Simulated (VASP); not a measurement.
Runs of VASP 6.6.1 on ZrH2. The structure is that of space group Fm-3m (No. 225), or close to it. The cells are those of the table. 

| cell | gap on the mesh (eV) | pressure (GPa) |
| --- | --- | --- |
| a = 3.538 Å, angles 60.0°, 3 atoms | none | -17.5 |
| a = 3.407 Å, angles 60.0°, 3 atoms | none | -6.7 |
| a = 3.452 Å, angles 60.0°, 3 atoms | none | (b) |
| a = 3.314 Å, angles 60.0°, 3 atoms | none | 5.3 |
| a = 3.496 Å, angles 60.0°, 3 atoms | none | -14.7 |
| a = 3.361 Å, angles 60.0°, 3 atoms | none | (a) |
| a = 3.265 Å, angles 60.0°, 3 atoms | none | 13.5 |

Alike in all rows: task single point; level LDA; potentials or basis VASP PAW LDA potentials, release 64 (Zr_sv, H); no spin polarisation; k mesh 10 × 10 × 10; cutoff (eV) 520; smearing fermi-dirac 0.1 eV.

Problem. Estimate the missing entries.

Solution. (a) -1.3; (b) -11.1.

A k mesh can miss the band edges, and the runs leave out spin-orbit coupling on Zr.

A gap of «none» marks levels without a gap at the run's occupations.
